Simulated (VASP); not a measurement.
Ge: relaxation of cell and atoms with PBEsol

Crystal: Ge.

```xyz
2
Lattice="2.9911 0.0000 0.0000 -1.5105 2.5817 0.0000 0.0000 0.0000 4.7276" Properties=species:S:1:pos:R:3 pbc="T T T"
Ge    1.4900    0.8609    1.1819
Ge   -0.0094    1.7208    3.5457
```

```yaml
Program: VASP 6.6.1
Task: relaxation of cell and atoms
Functional: PBEsol
Potentials_or_basis: VASP PAW PBE potentials, release 64 (Ge_d)
Cutoff: 600 eV
k_mesh: 12 × 12 × 7
Occupations: fermi-dirac, width 0.1 eV
Spin: no spin polarisation
Target_pressure: 10 GPa
Dipole_correction: no
Further_INCAR_settings: ALGO = Normal; EDIFF = 1e-06; IBRION = 2; EDIFFG = -0.01; NSW = 80; ISIF = 3
```

The relaxed volume is 16.48 Å³/atom, the relaxed cell is a = 2.896 Å, b = 2.896 Å, c = 4.552 Å, α = 90.00°, β = 90.00°, γ = 120.33° and the space group after relaxing (to 0.05 Å) is P6_3/mmc (No. 194). The energy change on relaxing (the enthalpy is what falls) is +51.9 meV/atom, the ionic steps are 6 and the pressure after relaxing is 10.0 GPa. The largest force after relaxing is 0.010 eV/Å and the band gap on the k mesh is zero (band 14 reaches 15.43 eV, above the bottom of band 15 at 4.85 eV).

Forces on the atoms (eV/Å):
```
Ge  -0.008  0.005  0.000
Ge   0.008 -0.005  0.000
```

Stress tensor (GPa, compression positive):
```
 9.97  0.04  0.00
 0.04 10.02  0.00
 0.00  0.00 10.09
```

The path:
| step | energy change (eV) | largest force (eV/Å) | pressure (GPa) | volume (Å³) |
| --- | --- | --- | --- | --- |
| 1 | 0.0000 | 0.0045 | 0.18 | 36.51 |
| 2 | 0.2836 | 0.0109 | 18.20 | 30.91 |
| 3 | 0.1017 | 0.0083 | 9.86 | 32.99 |
| 4 | 0.1060 | 0.0083 | 10.20 | 32.92 |
| 5 | 0.1003 | 0.0061 | 9.65 | 33.01 |
| 6 | 0.1037 | 0.0098 | 10.03 | 32.96 |

Final structure:
```
Ge
1.0
     2.89630   -0.00002    0.00000
    -1.46266    2.49984    0.00000
     0.00000    0.00000    4.55217
Ge
2
Direct
  0.66650 0.33350 0.25000
  0.33350 0.66650 0.75000
```

Levels at points of the mesh, in eV from the Fermi level:
| k point | band 12 | band 13 | band 14 | band 15 | band 16 | band 17 |
| --- | --- | --- | --- | --- | --- | --- |
| (0.00, 0.00, 0.00) | -7.75 | -6.33 | 7.03 | 7.16 | 9.32 | 9.45 |
| (0.50, 0.00, 0.00) | -7.77 | -2.15 | -1.45 | -1.26 | 1.17 | 2.36 |
| (0.50, 0.50, 0.00) | -7.82 | -2.20 | -1.48 | -1.33 | 1.13 | 2.53 |

It took 2 min on 1 thread of Intel(R) Xeon(R) 6975P-C (Granite Rapids), with other jobs on the host, peak memory 0.25 GiB.

Caveat: the cell is relaxed towards a set pressure, so the enthalpy falls and the energy may rise; the PAW data sets were made with another functional, which shifts forces and pressure a little.
